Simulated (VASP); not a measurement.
# Cr (Fd-3m) in VASP: a series of runs

Runs on Cr. Level: BLYP. Tasks: single point, relaxation of cell and atoms.

Everything below comes from runs of VASP 6.6.1. Logs are shortened: lines on timing, memory, paths and dates and some standing lists are left out, and cuts for length are marked.

## Step 1: The cell of the first run

Symmetry: Fd-3m, No. 227, cubic system. The conventional cell has a = 5.376 Å, b = 5.376 Å, c = 5.376 Å, α = 90.00°, β = 90.00°, γ = 90.00°. Within 3.1 Å of Cr (site symmetry -43m) lie 4 Cr at 2.33 Å.

## Step 2: Single point, BLYP (volume scaled by 1.12)

File INCAR:

```
SYSTEM = Cr
AGGAC = 1.0 ; AGGAX = 1.0
ALDAC = 0.0 ; ALDAX = 1.0
ALGO = Normal ; EDIFF = 1E-6
ENCUT = 520 ; GGA = B5
ISIF = 2 ; ISMEAR = -1
LASPH = .True. ; LCHARG = .True.
LELF = .True. ; LREAL = .False.
LVHAR = .True. ; LWAVE = .False.
NBANDS = 19 ; NELM = 60
PREC = Accurate ; SIGMA = 0.1
```

File KPOINTS:

```
k-points
0
Gamma
  12 12 12
  0 0 0
```

File POSCAR:

```
Cr
1.0
    0.0000000000      2.6881953909      2.6881953909
    2.6881953909      0.0000000000      2.6881953909
    2.6881953909      2.6881953909      0.0000000000
Cr
2
Direct
    0.1250000000      0.1250000000      0.1250000000
    0.8750000000      0.8750000000      0.8750000000
```

Potentials or basis: VASP PAW PBE potentials, release 64 (Cr_pv).

Command:

```console
$ cat potpaw_PBE.64/Cr_pv/POTCAR > POTCAR
$ mpirun -np 1 vasp_std > vasp.out
```

OUTCAR:

```text
SYSTEM = Cr
   EDIFF = 1E-6
   ENCUT = 520
   GGA = B5
   ISIF = 2
   ISMEAR = -1
   LASPH = .True.
   LREAL = .False.
   NELM = 60
   PREC = Accurate

 ion  position               nearest neighbor table
   1  0.125  0.125  0.125-   2 2.33   2 2.33   2 2.33   2 2.33
   2  0.875  0.875  0.875-   1 2.33   1 2.33   1 2.33   1 2.33

  LATTYP: Found a face centered cubic cell.
 ALAT       =     5.3763907818

  Lattice vectors:

 A1 = (   0.0000000000,   2.6881953909,   2.6881953909)
 A2 = (   2.6881953909,   0.0000000000,   2.6881953909)
 A3 = (   2.6881953909,   2.6881953909,   0.0000000000)

Analysis of symmetry for initial positions (statically):
=====================================================================
 Subroutine PRICEL returns:
 Original cell was already a primitive cell.

 Routine SETGRP: Setting up the symmetry group for a
 face centered cubic supercell.

 Subroutine GETGRP returns: Found 48 space group operations
 (whereof 12 operations were pure point group operations)
 out of a pool of 48 trial point group operations.

The static configuration has the point symmetry D_3d.
 The point group associated with its full space group is O_h .

Analysis of symmetry for dynamics (positions and initial velocities):
=====================================================================
 Subroutine PRICEL returns:
 Original cell was already a primitive cell.

 Routine SETGRP: Setting up the symmetry group for a
 face centered cubic supercell.

 Subroutine GETGRP returns: Found 48 space group operations
 (whereof 12 operations were pure point group operations)
 out of a pool of 48 trial point group operations.

The dynamic configuration has the point symmetry D_3d.
 The point group associated with its full space group is O_h .

 Subroutine INISYM returns: Found 48 space group operations
 (whereof 12 operations are pure point group operations),
 and found     1 'primitive' translations

----------------------------------------------------------------------------------------

                                     Primitive cell

  volume of cell :      38.8519

  direct lattice vectors                    reciprocal lattice vectors
     0.000000000  2.688195391  2.688195391    -0.185998385  0.185998385  0.185998385
     2.688195391  0.000000000  2.688195391     0.185998385 -0.185998385  0.185998385
     2.688195391  2.688195391  0.000000000     0.185998385  0.185998385 -0.185998385

  length of vectors
     3.801682380  3.801682380  3.801682380     0.322158652  0.322158652  0.322158652

  position of ions in fractional coordinates (direct lattice)
     0.125000000  0.125000000  0.125000000
     0.875000000  0.875000000  0.875000000

  ion indices of the primitive-cell ions
   primitive index   ion index
                 1           1
                 2           2

----------------------------------------------------------------------------------------

 KPOINTS: k-points

Automatic generation of k-mesh.
 Grid dimensions read from file:
 generate k-points for:   12   12   12

 Generating k-lattice:

  Cartesian coordinates                     Fractional coordinates (reciprocal lattice)
    -0.015499865  0.015499865  0.015499865     0.083333333  0.000000000  0.000000000
     0.015499865 -0.015499865  0.015499865     0.000000000  0.083333333  0.000000000
     0.015499865  0.015499865 -0.015499865     0.000000000  0.000000000  0.083333333

  Length of vectors
     0.026846554  0.026846554  0.026846554

  Shift w.r.t. Gamma in fractional coordinates (k-lattice)
     0.000000000  0.000000000  0.000000000

 Subroutine IBZKPT returns following result:
 ===========================================

 Found     72 irreducible k-points:

 Following reciprocal coordinates:
            Coordinates               Weight
  0.000000  0.000000  0.000000      1.000000
  0.083333  0.000000  0.000000      8.000000
  0.166667  0.000000  0.000000      8.000000
  0.250000  0.000000  0.000000      8.000000
  0.333333  0.000000  0.000000      8.000000
  0.416667  0.000000  0.000000      8.000000
[... 16 lines left out ...]
  0.500000  0.166667  0.000000     24.000000
 -0.416667  0.166667  0.000000     24.000000
 [... further k-points ...]
   k-points           NKPTS =     72   k-points in BZ     NKDIM =     72   number of bands    NBANDS=     19
   number of dos      NEDOS =    301   number of ions     NIONS =      2
   total plane-waves  NPLWV =  21952
   dimension x,y,z NGX =    28 NGY =   28 NGZ =   28
   dimension x,y,z NGXF=    56 NGYF=   56 NGZF=   56
   ions per type =               2
   NGX,Y,Z   is equivalent  to a cutoff of  12.24, 12.24, 12.24 a.u.
   NGXF,Y,Z  is equivalent  to a cutoff of  24.49, 24.49, 24.49 a.u.
 SYSTEM =  Cr
   PREC   = accura    normal or accurate (medium, high low for compatibility)
   ISTART =      0    job   : 0-new  1-cont  2-samecut
   ICHARG =      2    charge: 1-file 2-atom 10-const
   ISPIN  =      1    spin polarized calculation?
   LNONCOLLINEAR =      F non collinear calculations
   LSORBIT =      F    spin-orbit coupling
   LASPH  =      T    aspherical Exc in radial PAW
   ENCUT  =  520.0 eV  38.22 Ry    6.18 a.u.   7.07  7.07  7.07*2*pi/ulx,y,z
   NELM   =     60;   NELMIN=  2; NELMDL= -5     # of ELM steps
   EDIFF  = 0.1E-05   stopping-criterion for ELM
   LREAL  =      F    real-space projection
   EDIFFG = 0.1E-04   stopping-criterion for IOM
   NSW    =      0    number of steps for IOM
   IBRION =     -1    ionic relax: 0-MD 1-quasi-New 2-CG
   NFREE  =      0    steps in history (QN), initial steepest desc. (CG)
   ISIF   =      2    stress and relaxation
   ISYM   =      2    0-nonsym 1-usesym 2-fastsym
   POTIM  = 0.5000    time-step for ionic-motion
   TEBEG  =    0.0;   TEEND  =   0.0 temperature during run
   PSTRESS=    0.0 pullay stress
   NELECT =      24.0000    total number of electrons
   NUPDOWN=      -1.0000    fix difference up-down
   EMIN   =  10.00;   EMAX   =-10.00  energy-range for DOS
   EFERMI =   0.00;   METHOD = LEGACY
   ISMEAR =    -1;   SIGMA  =   0.10  broadening in eV -4-tet -1-fermi 0-gaus
   EFERMI_NEDOS =   21; number of points for ismear=-14 and -15
   IALGO  =     38    algorithm
   IMIX   =      4    mixing-type and parameters
     AMIX     =   0.40;   BMIX     =  1.00
     AMIX_MAG =   1.60;   BMIX_MAG =  1.00
  volume/ion in A,a.u.               =      19.43       131.09
  Fermi-wavevector in a.u.,A,eV,Ry     =   1.394251  2.634753 26.448867  1.943937
  Thomas-Fermi vector in A             =   2.517819
   LORBIT       =      0    0 simple, 1 ext, 2 COOP (PROOUT), +10 PAW based schemes
   GGA     = B5    functional components
   LHFCALC =     F    Hartree Fock is set to
   AEXX    =    0.0000 exact exchange contribution
   IVDW    =     0    specifies the selected vdW correction
   LEPSILON=     F    determine dielectric tensor
   LRPA    =     F    only Hartree local field effects (RPA)
 non-spin polarized calculation
  energy-cutoff  :      520.00
  volume of cell :       38.85
 maximum number of plane-waves:      1063
   NGX = 15   NGY = 15   NGZ = 15

 number of electron      24.0000006 magnetization

 Free energy of the ion-electron system (eV)
  ---------------------------------------------------
  ext. energy  EPLUGINS =         0.00000000
  ---------------------------------------------------
  free energy    TOTEN  =       -13.14425394 eV

  energy without entropy =      -12.98825790  energy(sigma->0) =      -13.06625592

 E-fermi :   5.1957     XC(G=0):  -9.9317

 val. band max:        5.1955889199   @ k =   0.3333   0.2500   0.0000
 cond. band min:       5.2024090993   @ k =  -0.3333   0.2500   0.0000
 fundamental gap:      0.0068201794
 Fermi energy:         5.1957354400

 k-point     1 :       0.0000    0.0000    0.0000
  band No.  band energies     occupation
      1     -37.2322      2.00000
      2     -37.2322      2.00000
      3     -37.2322      2.00000
      4     -36.7052      2.00000
      5     -36.7052      2.00000
      6     -36.7052      2.00000
[... 11 lines left out ...]
     18      13.0104      0.00000
     19      13.0105      0.00000

 k-point     2 :       0.0833    0.0000    0.0000
  band No.  band energies     occupation
      1     -37.2367      2.00000
      2     -37.2367      2.00000
      3     -37.2319      2.00000
      4     -36.7065      2.00000
      5     -36.7008      2.00000
      6     -36.7008      2.00000
[... 11 lines left out ...]
     18      13.0105      0.00000
     19      13.0105      0.00000

 k-point     3 :       0.1667    0.0000    0.0000
  band No.  band energies     occupation
      1     -37.2485      2.00000
      2     -37.2484      2.00000
      3     -37.2309      2.00000
      4     -36.7099      2.00000
      5     -36.6890      2.00000
      6     -36.6890      2.00000
[... 11 lines left out ...]
     18      13.0105      0.00000
     19      13.0105      0.00000

 k-point     4 :       0.2500    0.0000    0.0000
  band No.  band energies     occupation
      1     -37.2638      2.00000
      2     -37.2638      2.00000
      3     -37.2299      2.00000
      4     -36.7143      2.00000
      5     -36.6736      2.00000
      6     -36.6736      2.00000
[... 11 lines left out ...]
     18      11.9097      0.00000
     19      13.0105      0.00000

 k-point     5 :       0.3333    0.0000    0.0000
  band No.  band energies     occupation
      1     -37.2783      2.00000
      2     -37.2783      2.00000
      3     -37.2291      2.00000
      4     -36.7185      2.00000
      5     -36.6590      2.00000
      6     -36.6590      2.00000
[... 11 lines left out ...]
     18      10.2482      0.00000
     19      13.0105      0.00000
[... 334 lines left out ...]
      2     -37.2967      2.00000
      3     -37.1696      2.00000
      4     -36.7757      2.00000
      5     -36.6410      2.00000
      6     -36.6372      2.00000
[... 11 lines left out ...]
     18      11.3273      0.00000
     19      13.1244      0.00000

 k-point    22 :       0.4167    0.1667    0.0000
  band No.  band energies     occupation
      1     -37.3201      2.00000
      2     -37.3060      2.00000
      3     -37.1587      2.00000
      4     -36.7877      2.00000
      5     -36.6316      2.00000
      6     -36.6208      2.00000
[... 11 lines left out ...]
     18       9.7651      0.00000
     19      13.0105      0.00000

 k-point    23 :       0.5000    0.1667    0.0000
  band No.  band energies     occupation
      1     -37.3332      2.00000
      2     -37.3084      2.00000
      3     -37.1533      2.00000
      4     -36.7935      2.00000
      5     -36.6291      2.00000
      6     -36.6090      2.00000
[... 11 lines left out ...]
     18       8.6710      0.00000
     19      12.7525      0.00000

 k-point    24 :      -0.4167    0.1667    0.0000
  band No.  band energies     occupation
      1     -37.3382      2.00000
      2     -37.3035      2.00000
      3     -37.1559      2.00000
      4     -36.7908      2.00000
      5     -36.6339      2.00000
      6     -36.6045      2.00000
[... 11 lines left out ...]
     18       8.5299      0.00000
     19      12.3096      0.00000

 [... further k-points ...]
[... 5 lines left out ...]
  --------------------------------------------------------------------------------------
  -------------------------------------------------------------------------------------
  Total       -2.0153594     -2.0153594     -2.0153594      0.0000000      0.0000000     -0.0000000
  in kB      -83.1094878    -83.1094878    -83.1094878      0.0000000      0.0000000     -0.0000000
  external PRESSURE =     -83.1094878 kB  Pullay stress =       0.0000000 kB

 VOLUME and BASIS-vectors are now :
 -----------------------------------------------------------------------------
  energy-cutoff  :      520.00
  volume of cell :       38.85
      direct lattice vectors                 reciprocal lattice vectors
     0.000000000  2.688195391  2.688195391    -0.185998385  0.185998385  0.185998385
     2.688195391  0.000000000  2.688195391     0.185998385 -0.185998385  0.185998385
     2.688195391  2.688195391  0.000000000     0.185998385  0.185998385 -0.185998385

 POSITION                                       TOTAL-FORCE (eV/Angst)
 -----------------------------------------------------------------------------------
      0.67205      0.67205      0.67205        -0.000000     -0.000000     -0.000000
      4.70434      4.70434      4.70434         0.000000      0.000000      0.000000
 -----------------------------------------------------------------------------------
    total drift:                                0.000000      0.000000     -0.000000

  FREE ENERGIE OF THE ION-ELECTRON SYSTEM (eV)
  ---------------------------------------------------
  free  energy   TOTEN  =       -13.1442539361 eV

  energy  without entropy=      -12.9882578987  energy(sigma->0) =      -13.06625592
```

Wall time 27 s (1 thread of Intel Xeon 6975P-C (Granite Rapids), shared host); peak memory 0.18 GiB.

What came out:

```
Free energy            : -13.1443 eV
Pressure               : -8.3 GPa
Band gap on the k mesh : zero (band 12 reaches 5.42 eV, above the bottom of band 13 at 5.04 eV)
```

Levels at points of the mesh, in eV from the Fermi level:
```csv
k point,band 8,band 9,band 10,band 11,band 12,band 13,band 14,band 15,band 16,band 17
"(0.00, 0.00, 0.00)",-1.13,-1.13,-0.88,-0.88,-0.88,0.91,0.91,0.91,2.60,2.60
"(0.50, 0.00, 0.00)",-1.30,-1.04,-1.04,-0.87,-0.87,-0.07,1.54,1.54,2.28,2.28
"(0.50, 0.50, 0.00)",-1.91,-0.79,-0.79,-0.31,-0.31,0.72,0.72,2.46,2.46,3.51
```

Caveat: the cell differs from its parent crystal (volume scaled by 1.12); the PAW data sets were made with another functional, which shifts forces and pressure a little; the run has no spin polarisation, though such a crystal can be magnetic. Spin polarisation is off, so any magnetic state and its effect on volume and gap are missing.

## Step 3: Relaxation of cell and atoms, BLYP

This run uses another cell than the first one, of 16.19 Å³/atom, 0.833 times its volume.

File INCAR:

```
PREC = Accurate
ENCUT = 600
EDIFF = 1E-7
ISMEAR = -1
SIGMA = 0.1
LREAL = False
LASPH = True
NELM = 60
ALGO = Normal
ISIF = 3
LWAVE = False
LCHARG = False
GGA = B5
ALDAX = 1.0
AGGAX = 1.0
AGGAC = 1.0
ALDAC = 0.0
IBRION = 2
NSW = 80
EDIFFG = -0.01
```

File KPOINTS:

```
regular mesh
0
Gamma
  11 11 11
```

File POSCAR:

```
Cr
1.0
    0.0000000000      2.5297724266      2.5297724266
    2.5297724266      0.0000000000      2.5297724266
    2.5297724266      2.5297724266      0.0000000000
Cr
2
Direct
    0.1250000000      0.1250000000      0.1250000000
    0.8750000000      0.8750000000      0.8750000000
```

Potentials or basis: VASP PAW PBE potentials, release 64 (Cr_pv).

Command:

```console
$ cat potpaw_PBE.64/Cr_pv/POTCAR > POTCAR
$ mpirun -np 1 vasp_std > vasp.out
```

Run time: 66 s. Hardware: 1 thread of Intel Xeon 6975P-C (Granite Rapids), shared host; peak memory 0.18 GiB.

It converged, with:

```
Free energy                            : -13.2587 eV
Relaxed volume                         : 17.38 Å³/atom
Relaxed cell                           : a = 3.663 Å, b = 3.663 Å, c = 3.663 Å, α = 60.00°, β = 60.00°, γ = 60.00°
Space group after relaxing (to 0.05 Å) : Fd-3m (No. 227)
Energy gained by relaxing              : 26.3 meV/atom
Ionic steps                            : 3
Pressure after relaxing                : 0.0 GPa
Band gap on the k mesh                 : zero (band 12 reaches 6.57 eV, above the bottom of band 13 at 6.05 eV)
```

Step by step:
```tsv
step	energy change (eV)	largest force (eV/Å)	pressure (GPa)	volume (Å³)
1	0.0000	0.0000	7.49	32.38
2	-0.0392	0.0000	-3.18	36.06
3	-0.0525	0.0000	-0.02	34.76
```

Final structure:
```yaml
crystal:
  lattice:
    - [0.00000, 2.59019, 2.59019]
    - [2.59019, 0.00000, 2.59019]
    - [2.59019, 2.59019, 0.00000]
  atoms:
    - { symbol: Cr, position: [0.12500, 0.12500, 0.12500] }
    - { symbol: Cr, position: [0.87500, 0.87500, 0.87500] }
```

Levels at points of the mesh, in eV from the Fermi level:
```csv
k point,band 8,band 9,band 10,band 11,band 12,band 13,band 14,band 15,band 16
"(0.00, 0.00, 0.00)",-1.40,-1.40,-1.01,-1.01,-1.01,0.99,0.99,0.99,2.95
```

Caveat: the PAW data sets were made with another functional, which shifts forces and pressure a little; the run has no spin polarisation, though such a crystal can be magnetic. Spin polarisation is off, so any magnetic state and its effect on volume and gap are missing.

## Step 4: Single point, BLYP

This run uses another cell than the first one, of 17.34 Å³/atom, 0.893 times its volume.

File INCAR:

```
PREC = Accurate ; ENCUT = 520
EDIFF = 1E-6 ; ISMEAR = -1
SIGMA = 0.1 ; LREAL = F
LASPH = T ; NELM = 100
ALGO = Normal ; ISIF = 2
LWAVE = F ; LCHARG = T
GGA = B5 ; ALDAX = 1.0
AGGAX = 1.0 ; AGGAC = 1.0
ALDAC = 0.0 ; LELF = T
LVHAR = T ; NBANDS = 19
```

File KPOINTS:

```
Automatic mesh
0
Gamma
  17 17 17
```

File POSCAR:

```
Cr
1.0
    0.0000000000      2.5885396673      2.5885396673
    2.5885396673      0.0000000000      2.5885396673
    2.5885396673      2.5885396673      0.0000000000
Cr
2
Direct
    0.1250000000      0.1250000000      0.1250000000
    0.8750000000      0.8750000000      0.8750000000
```

Command:

```console
$ cat potpaw_PBE.64/Cr_pv/POTCAR > POTCAR
$ mpirun -np 1 vasp_std > vasp.out
```

Run time: 53 s. Hardware: 1 thread of Intel Xeon 6975P-C (Granite Rapids), shared host; peak memory 0.21 GiB.

Results (log left out):

```
Free energy            : -13.2589 eV
Pressure               : 0.2 GPa
Band gap on the k mesh : zero (band 12 reaches 6.56 eV, above the bottom of band 13 at 6.08 eV)
```

Levels at points of the mesh, in eV from the Fermi level:
| k point | band 8 | band 9 | band 10 | band 11 | band 12 | band 13 | band 14 | band 15 | band 16 | band 17 |
| --- | --- | --- | --- | --- | --- | --- | --- | --- | --- | --- |
| (0.00, 0.00, 0.00) | -1.41 | -1.41 | -1.01 | -1.01 | -1.01 | 0.99 | 0.99 | 0.99 | 2.96 | 2.96 |

Caveat: the PAW data sets were made with another functional, which shifts forces and pressure a little; the run has no spin polarisation, though such a crystal can be magnetic.

(Part 1 of 2 ends here.)
